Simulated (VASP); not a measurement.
# Cu (Fm-3m) in VASP: further runs

The runs below take Cu through single point, with LDA.

All numbers are computed with VASP 6.6.1; they aren't measurements. Logs are shortened: lines on timing, memory, paths and dates and some standing lists are left out, and cuts for length are marked.

## 1. The cell of the first run

It takes space group Fm-3m (No. 225, cubic). Conventional cell: a = 3.570 Å, b = 3.570 Å, c = 3.570 Å, α = 90.00°, β = 90.00°, γ = 90.00°. Cu (site symmetry m-3m) has 12 Cu at 2.52 Å within 3.3 Å.

## 2. Single point, LDA

Input file INCAR:

```
PREC = Accurate
ENCUT = 600
EDIFF = 1E-6
ISMEAR = 0
SIGMA = 0.1
LREAL = False
LASPH = True
NELM = 120
ALGO = Normal
ISIF = 2
LWAVE = False
LCHARG = False
NBANDS = 12
GGA_COMPAT = False
```

Input file KPOINTS:

```
regular mesh
0
Gamma
  8 8 8
```

Input file POSCAR:

```
Cu
1.0
    0.0000000000      1.7850000000      1.7850000000
    1.7850000000      0.0000000000      1.7850000000
    1.7850000000      1.7850000000      0.0000000000
Cu
1
Direct
    0.0000000000      0.0000000000      0.0000000000
```

Potentials or basis: VASP PAW LDA potentials, release 64 (Cu).

On the command line:

```console
$ cat potpaw_LDA.64/Cu/POTCAR > POTCAR
$ mpirun -np 1 vasp_std > vasp.out
```

OUTCAR:

```text
PREC = Accurate
   ENCUT = 600
   EDIFF = 1E-6
   ISMEAR = 0
   LREAL = False
   LASPH = True
   NELM = 120
   ISIF = 2

 ion  position               nearest neighbor table
   1  0.000  0.000  0.000-

  LATTYP: Found a face centered cubic cell.
 ALAT       =     3.5700000000

  Lattice vectors:

 A1 = (   0.0000000000,   1.7850000000,   1.7850000000)
 A2 = (   1.7850000000,   0.0000000000,   1.7850000000)
 A3 = (   1.7850000000,   1.7850000000,   0.0000000000)

Analysis of symmetry for initial positions (statically):
=====================================================================
 Subroutine PRICEL returns:
 Original cell was already a primitive cell.

 Routine SETGRP: Setting up the symmetry group for a
 face centered cubic supercell.

 Subroutine GETGRP returns: Found 48 space group operations
 (whereof 48 operations were pure point group operations)
 out of a pool of 48 trial point group operations.

The static configuration has the point symmetry O_h .

Analysis of symmetry for dynamics (positions and initial velocities):
=====================================================================
 Subroutine PRICEL returns:
 Original cell was already a primitive cell.

 Routine SETGRP: Setting up the symmetry group for a
 face centered cubic supercell.

 Subroutine GETGRP returns: Found 48 space group operations
 (whereof 48 operations were pure point group operations)
 out of a pool of 48 trial point group operations.

The dynamic configuration has the point symmetry O_h .

 Subroutine INISYM returns: Found 48 space group operations
 (whereof 48 operations are pure point group operations),
 and found     1 'primitive' translations

----------------------------------------------------------------------------------------

                                     Primitive cell

  volume of cell :      11.3748

  direct lattice vectors                    reciprocal lattice vectors
     0.000000000  1.785000000  1.785000000    -0.280112045  0.280112045  0.280112045
     1.785000000  0.000000000  1.785000000     0.280112045 -0.280112045  0.280112045
     1.785000000  1.785000000  0.000000000     0.280112045  0.280112045 -0.280112045

  length of vectors
     2.524371209  2.524371209  2.524371209     0.485168293  0.485168293  0.485168293

  position of ions in fractional coordinates (direct lattice)
     0.000000000  0.000000000  0.000000000

  ion indices of the primitive-cell ions
   primitive index   ion index
                 1           1

----------------------------------------------------------------------------------------

 KPOINTS: regular mesh

Automatic generation of k-mesh.
 Grid dimensions read from file:
 generate k-points for:    8    8    8

 Generating k-lattice:

  Cartesian coordinates                     Fractional coordinates (reciprocal lattice)
    -0.035014006  0.035014006  0.035014006     0.125000000  0.000000000  0.000000000
     0.035014006 -0.035014006  0.035014006     0.000000000  0.125000000  0.000000000
     0.035014006  0.035014006 -0.035014006     0.000000000  0.000000000  0.125000000

  Length of vectors
     0.060646037  0.060646037  0.060646037

  Shift w.r.t. Gamma in fractional coordinates (k-lattice)
     0.000000000  0.000000000  0.000000000

 Subroutine IBZKPT returns following result:
 ===========================================

 Found     29 irreducible k-points:

 Following reciprocal coordinates:
            Coordinates               Weight
  0.000000  0.000000  0.000000      1.000000
  0.125000  0.000000  0.000000      8.000000
  0.250000  0.000000  0.000000      8.000000
  0.375000  0.000000  0.000000      8.000000
  0.500000  0.000000  0.000000      4.000000
  0.125000  0.125000  0.000000      6.000000
[... 16 lines left out ...]
  0.500000  0.250000  0.125000     48.000000
 -0.375000  0.250000  0.125000     24.000000
 [... further k-points ...]
   k-points           NKPTS =     29   k-points in BZ     NKDIM =     29   number of bands    NBANDS=     12
   number of dos      NEDOS =    301   number of ions     NIONS =      1
   total plane-waves  NPLWV =   8000
   dimension x,y,z NGX =    20 NGY =   20 NGZ =   20
   dimension x,y,z NGXF=    40 NGYF=   40 NGZF=   40
   ions per type =               1
   NGX,Y,Z   is equivalent  to a cutoff of  13.17, 13.17, 13.17 a.u.
   NGXF,Y,Z  is equivalent  to a cutoff of  26.34, 26.34, 26.34 a.u.
 SYSTEM =  unknown system
   PREC   = accura    normal or accurate (medium, high low for compatibility)
   ISTART =      0    job   : 0-new  1-cont  2-samecut
   ICHARG =      2    charge: 1-file 2-atom 10-const
   ISPIN  =      1    spin polarized calculation?
   LNONCOLLINEAR =      F non collinear calculations
   LSORBIT =      F    spin-orbit coupling
   LASPH  =      T    aspherical Exc in radial PAW
   ENCUT  =  600.0 eV  44.10 Ry    6.64 a.u.   5.04  5.04  5.04*2*pi/ulx,y,z
   NELM   =    120;   NELMIN=  2; NELMDL= -5     # of ELM steps
   EDIFF  = 0.1E-05   stopping-criterion for ELM
   LREAL  =      F    real-space projection
[... 7 lines left out ...]
   TEBEG  =    0.0;   TEEND  =   0.0 temperature during run
   PSTRESS=    0.0 pullay stress
   NELECT =      11.0000    total number of electrons
   NUPDOWN=      -1.0000    fix difference up-down
   EMIN   =  10.00;   EMAX   =-10.00  energy-range for DOS
   EFERMI =   0.00;   METHOD = LEGACY
   ISMEAR =     0;   SIGMA  =   0.10  broadening in eV -4-tet -1-fermi 0-gaus
   EFERMI_NEDOS =   21; number of points for ismear=-14 and -15
   IALGO  =     38    algorithm
   IMIX   =      4    mixing-type and parameters
     AMIX     =   0.40;   BMIX     =  1.00
     AMIX_MAG =   1.60;   BMIX_MAG =  1.00
  volume/ion in A,a.u.               =      11.37        76.76
  Fermi-wavevector in a.u.,A,eV,Ry     =   1.618915  3.059307 35.659337  2.620887
  Thomas-Fermi vector in A             =   2.713101
   LORBIT       =      0    0 simple, 1 ext, 2 COOP (PROOUT), +10 PAW based schemes
   GGA     = CA    functional components
   LHFCALC =     F    Hartree Fock is set to
   AEXX    =    0.0000 exact exchange contribution
   IVDW    =     0    specifies the selected vdW correction
   LEPSILON=     F    determine dielectric tensor
   LRPA    =     F    only Hartree local field effects (RPA)
 non-spin polarized calculation
 Gauss-broadening in eV      SIGMA  =   0.10
  energy-cutoff  :      600.00
  volume of cell :       11.37
 maximum number of plane-waves:       392
   NGX =  9   NGY =  9   NGZ =  9

 number of electron      11.0000013 magnetization

 Free energy of the ion-electron system (eV)
  ---------------------------------------------------
  ext. energy  EPLUGINS =         0.00000000
  ---------------------------------------------------
  free energy    TOTEN  =        -4.66611602 eV

  energy without entropy =       -4.66295597  energy(sigma->0) =       -4.66453599

 E-fermi :   7.7529     XC(G=0): -13.3224

 val. band max:        7.6790481685   @ k =   0.5000   0.2500   0.1250
 cond. band min:       7.9368550061   @ k =   0.5000   0.1250   0.0000
 fundamental gap:      0.2578068377
 Fermi energy:         7.7529320194

 k-point     1 :       0.0000    0.0000    0.0000
  band No.  band energies     occupation
      1      -1.8186      2.00000
      2       4.6405      2.00000
      3       4.6405      2.00000
      4       4.6405      2.00000
      5       5.5292      2.00000
      6       5.5292      2.00000
      7      30.7993      0.00000
      8      33.5631      0.00000
      9      33.5631      0.00000
     10      33.5631      0.00000
     11      36.1328      0.00000
     12      36.1328      0.00000

 k-point     2 :       0.1250    0.0000    0.0000
  band No.  band energies     occupation
      1      -1.2405      2.00000
      2       4.5237      2.00000
      3       4.7402      2.00000
      4       4.7402      2.00000
      5       5.4978      2.00000
      6       5.4978      2.00000
      7      27.0346      0.00000
      8      31.4820      0.00000
      9      32.3599      0.00000
     10      32.3599      0.00000
     11      38.0288      0.00000
     12      38.0316      0.00000

 k-point     3 :       0.2500    0.0000    0.0000
  band No.  band energies     occupation
      1       0.3521      2.00000
      2       4.3742      2.00000
      3       4.8095      2.00000
      4       4.8095      2.00000
      5       5.6144      2.00000
      6       5.6144      2.00000
      7      20.5711      0.00000
      8      30.7320      0.00000
      9      31.1264      0.00000
     10      31.1264      0.00000
     11      36.8863      0.00000
     12      36.8863      0.00000
[... 286 lines left out ...]
 k-point    23 :       0.5000    0.2500    0.1250
  band No.  band energies     occupation
      1       2.9903      2.00000
      2       4.0289      2.00000
      3       4.3541      2.00000
      4       5.2308      2.00000
      5       5.8831      2.00000
      6       7.6790      1.70392
      7      16.0296      0.00000
      8      21.5918      0.00000
      9      24.5723      0.00000
     10      32.1910      0.00000
     11      35.8109      0.00000
     12      39.7171      0.00000

 k-point    24 :      -0.3750    0.2500    0.1250
  band No.  band energies     occupation
      1       3.2892      2.00000
      2       4.0240      2.00000
      3       4.5741      2.00000
      4       5.1224      2.00000
      5       6.0711      2.00000
      6       9.9717      0.00000
      7      12.2289      0.00000
      8      22.3247      0.00000
      9      22.7335      0.00000
     10      31.8752      0.00000
     11      35.7141      0.00000
     12      43.2349      0.00000

 [... further k-points ...]

------------------------ aborting loop because EDIFF is reached ----------------------------------------

  FORCE on cell =-STRESS in cart. coord.  units (eV):
  Direction    XX          YY          ZZ          XY          YZ          ZX
  --------------------------------------------------------------------------------------
  -------------------------------------------------------------------------------------
  Total       -0.3978057     -0.3978057     -0.3978057     -0.0000000      0.0000000      0.0000000
  in kB      -56.0321046    -56.0321046    -56.0321046     -0.0000000      0.0000000      0.0000000
  external PRESSURE =     -56.0321046 kB  Pullay stress =       0.0000000 kB

 VOLUME and BASIS-vectors are now :
 -----------------------------------------------------------------------------
  energy-cutoff  :      600.00
  volume of cell :       11.37
      direct lattice vectors                 reciprocal lattice vectors
     0.000000000  1.785000000  1.785000000    -0.280112045  0.280112045  0.280112045
     1.785000000  0.000000000  1.785000000     0.280112045 -0.280112045  0.280112045
     1.785000000  1.785000000  0.000000000     0.280112045  0.280112045 -0.280112045

 POSITION                                       TOTAL-FORCE (eV/Angst)
 -----------------------------------------------------------------------------------
      0.00000      0.00000      0.00000        -0.000000      0.000000      0.000000
 -----------------------------------------------------------------------------------
    total drift:                                0.000000      0.000000      0.000000

  FREE ENERGIE OF THE ION-ELECTRON SYSTEM (eV)
  ---------------------------------------------------
  free  energy   TOTEN  =        -4.6661160187 eV

  energy  without entropy=       -4.6629559675  energy(sigma->0) =       -4.66453599
```

Wall time 2.2 s (1 thread of Intel Xeon 6975P-C (Granite Rapids), shared host); peak memory 0.11 GiB.

Results:

```yaml
Free_energy: -4.6661 eV
Pressure: -5.6 GPa
Band_gap_on_the_k_mesh: zero (an odd number of electrons rules out a gap without spin polarisation)
```

Caveat: the k points lie up to 0.38 Å⁻¹ apart, too coarse for converged energies and pressures of a metal.

## 3. Single point, LDA

This run uses another cell than the first one, of 10.88 Å³/atom.

Input file INCAR:

```
SYSTEM = Cu
PREC = Accurate
ENCUT = 600
EDIFF = 1E-6
ISMEAR = 0
SIGMA = 0.1
LREAL = .FALSE.
LASPH = .TRUE.
NELM = 120
ALGO = Normal
ISIF = 2
LWAVE = .FALSE.
LCHARG = .TRUE.
LELF = .TRUE.
LVHAR = .TRUE.
NBANDS = 12
GGA_COMPAT = .FALSE.
```

Input file KPOINTS:

```
Automatic mesh
0
G
  20 20 20
  0 0 0
```

Input file POSCAR:

```
Cu
1.0
    0.0000000000      1.7589678683      1.7589678683
    1.7589678683      0.0000000000      1.7589678683
    1.7589678683      1.7589678683      0.0000000000
Cu
1
Direct
    0.0000000000      0.0000000000      0.0000000000
```

Potentials or basis: VASP PAW LDA potentials, release 64 (Cu).

On the command line:

```console
$ cat potpaw_LDA.64/Cu/POTCAR > POTCAR
$ mpirun -np 1 vasp_std > vasp.out
```

It took 13 s on 1 thread of Intel Xeon 6975P-C (Granite Rapids), shared host; peak memory 0.15 GiB.

Results (log left out):

```
Free energy            : -4.7090 eV
Pressure               : 1.0 GPa
Band gap on the k mesh : zero (an odd number of electrons rules out a gap without spin polarisation)
```

Levels at points of the mesh, in eV from the Fermi level:
| k point | band 2 | band 3 | band 4 | band 5 | band 6 | band 7 | band 8 | band 9 | band 10 | band 11 |
| --- | --- | --- | --- | --- | --- | --- | --- | --- | --- | --- |
| (0.00, 0.00, 0.00) | -3.31 | -3.31 | -3.31 | -2.36 | -2.36 | 23.35 | 26.47 | 26.47 | 26.47 | 29.09 |
| (0.50, 0.00, 0.00) | -3.34 | -3.34 | -1.72 | -1.72 | -1.20 | 4.18 | 21.83 | 23.23 | 23.23 | 26.30 |
| (0.50, 0.50, 0.00) | -4.89 | -1.73 | -1.56 | -1.56 | 1.45 | 7.73 | 13.67 | 13.67 | 18.52 | 21.68 |
